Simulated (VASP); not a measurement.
Set up this calculation in VASP 6.6.1, as the native input.

```
Task                   : single point
Functional             : PBE
Potentials or basis    : VASP PAW PBE potentials, release 64 (Re)
Cutoff                 : 520 eV
k mesh                 : 6 × 6 × 6
Occupations            : gaussian, width 0.1 eV
Spin                   : no spin polarisation
Dipole correction      : no
Further INCAR settings : ALGO = Fast; EDIFF = 1e-06; NBANDS = 18
```

The structure of Re lies in POSCAR:

```
Re
1.0
    4.3846803942      0.0000000000      0.0000000000
   -2.1923401971      3.7972446088      0.0000000000
    0.0000000000      0.0000000000      2.7360804228
Re
3
Direct
    0.0000000000      0.0000000000      0.0000000000
    0.3333333333      0.6666666667      0.5000000000
    0.6666666667      0.3333333333      0.5000000000
```

The input as run:

INCAR

```
PREC = Accurate ; ENCUT = 520
EDIFF = 1E-6 ; ISMEAR = 0
SIGMA = 0.1 ; LREAL = False
LASPH = True ; NELM = 60
ALGO = Fast ; ISIF = 2
LWAVE = False ; LCHARG = False
GGA = PE ; NBANDS = 18
```

KPOINTS

```
Automatic mesh
0
Gamma
  6 6 6
```

Potentials or basis: VASP PAW PBE potentials, release 64 (Re).

The run is started by

```sh
$ cat potpaw_PBE.64/Re/POTCAR > POTCAR
$ mpirun -np 1 vasp_std > vasp.out
```

Results of the run:

| Property | Result |
| --- | --- |
| Pressure | -0.8 GPa |

Caveat: the k points lie up to 0.38 Å⁻¹ apart.

It took 12 s on 1 thread of Intel(R) Xeon(R) 6975P-C (Granite Rapids), with other jobs on the host, peak memory 0.16 GiB.
